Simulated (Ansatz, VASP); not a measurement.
# One calculation of WS2, two programs

The input INCAR:

```
SYSTEM = WS2
PREC = Accurate
ENCUT = 500
EDIFF = 1E-6
ISMEAR = 0
SIGMA = 0.05
LREAL = .False.
LASPH = .True.
NELM = 120
ALGO = Normal
ISIF = 2
LWAVE = .False.
LCHARG = .True.
GGA = PS
LELF = .True.
LVHAR = .True.
NBANDS = 20
GGA_COMPAT = .False.
```

KPOINTS

```
Automatic mesh
0
Gamma
  6 6 1
  0 0 0
```

File POSCAR:

```
WS2
1.0
    3.1835163552      0.0000000000      0.0000000000
   -1.5917581776      2.7570060369      0.0000000000
    0.0000000000      0.0000000000     16.6963192216
W S
1 2
Direct
    0.3333333333      0.6666666667      0.0000000000
    0.6666666667      0.3333333333      0.9079994900
    0.6666666667      0.3333333333      0.0920005100
```

Input for Ansatz:

```yaml
crystal:
  lattice:
    - [3.1835163552, 0.0, 0.0]
    - [-1.5917581776, 2.7570060369, 0.0]
    - [0.0, 0.0, 16.6963192216]
  atoms:
    - { symbol: W, position: [0.3333333333, 0.6666666667, 0.0] }
    - { symbol: S, position: [0.6666666667, 0.3333333333, 0.90799949] }
    - { symbol: S, position: [0.6666666667, 0.3333333333, 0.09200051] }
basis:
  ecutwfc: 420
kpoints:
  mp_grid: { grid: [6, 6, 1] }
hamiltonian:
  xc: pbesol
scf:
  occupations: { method: gaussian, width: 0.05 }
output:
  forces: true
  stress: true
  eigenvalues: true
```

Change from the starting cell: strain -0.0150 x Voigt [0, 0, 1, 0, 0, 0], atoms carried along.

Alike in both runs: task single point; functional PBEsol; k mesh 6 × 6 × 1; occupations gaussian, width 0.05 eV; no spin polarisation.

```csv
,VASP,Ansatz
version,VASP 6.6.1,Ansatz 0.2.0
potentials or method,"VASP PAW PBE potentials, release 64 (W_sv, S), cutoff 500 eV","scalar-relativistic, plane waves, PAW"
valence electrons in the cell,26,26
```

Ansatz gave:

| Property | Result |
| --- | --- |
| gap on the k mesh at the Fermi level (eV) | 1.60 |
| least direct gap on the mesh (eV) | 1.72 |
| rms of the force components (eV/Å) | 0.170 |

**Question.** Which values does VASP return?

**Answer.** gap on the k mesh at the Fermi level (eV): 1.61; least direct gap on the mesh (eV): 1.73; rms of the force components (eV/Å): 0.180.

VASP's potentials were made for PBE, not for PBEsol. Atom by atom the forces differ by 0.010 eV/Å (rms over components). With one functional, cell and mesh, what is left measures potentials, basis and numerics.

Spin-orbit coupling is off throughout.
